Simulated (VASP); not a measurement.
Here is a VASP 6.6.1 calculation.

Contents of POSCAR:

```
TiCo
1.0
    2.9861109900      0.0000000000      0.0000000000
    0.0000000000      2.9861109900      0.0000000000
    0.0000000000      0.0000000000      2.9861109900
Co Ti
1 1
Direct
    0.5000000000      0.5000000000      0.5000000000
    0.0000000000      0.0000000000      0.0000000000
```

Contents of INCAR.step1:

```
SYSTEM = TiCo
PREC = Accurate ; ENCUT = 520
EDIFF = 1E-5 ; ISMEAR = -1
SIGMA = 0.05 ; LREAL = .False.
LASPH = .True. ; NELM = 150
ALGO = Normal ; ISIF = 2
LWAVE = .True. ; LCHARG = .False.
ISPIN = 2 ; MAGMOM = 2 1
LORBIT = 11 ; LMAXMIX = 4
GGA = PE ; NBANDS = 22
```

The input INCAR.step2:

```
SYSTEM = TiCo
PREC = Accurate ; ENCUT = 520
EDIFF = 1E-7 ; ISMEAR = -1
SIGMA = 0.05 ; LREAL = .False.
LASPH = .True. ; NELM = 150
ALGO = Normal ; ISIF = 2
LWAVE = .False. ; LCHARG = .False.
ISPIN = 2 ; MAGMOM = 2 1
LORBIT = 11 ; LMAXMIX = 4
METAGGA = R2SCAN ; LHFCALC = .True.
AEXX = 0.25 ; LMIXTAU = .True.
PRECFOCK = Normal ; ISTART = 1
NBANDS = 22
```

The input KPOINTS:

```
regular mesh
0
Gamma
  5 5 5
  0 0 0
```

Potentials or basis: VASP PAW PBE potentials, release 64 (Co, Ti_sv).

Command:

```bash
$ cat potpaw_PBE.64/Co/POTCAR potpaw_PBE.64/Ti_sv/POTCAR > POTCAR
$ cp INCAR.step1 INCAR
$ mpirun -np 1 vasp_std > vasp.out
$ cp INCAR.step2 INCAR
$ mpirun -np 1 vasp_std > vasp.out
```

Problem. Predict the net moment.

Solution. 1.00 μB per cell.

Problem. What does it give for the band gap on the k mesh?

Solution. Zero (filled and empty bands overlap).

Problem. Predict the site moments.

Solution. Co +1.84; Ti -0.55 μB.

Problem. Predict the pressure.

Solution. 6.7 GPa.

Caveat: the k points lie up to 0.42 Å⁻¹ apart, too coarse for converged energies and pressures of a metal; the PAW data sets were made with another functional, which shifts forces and pressure a little.
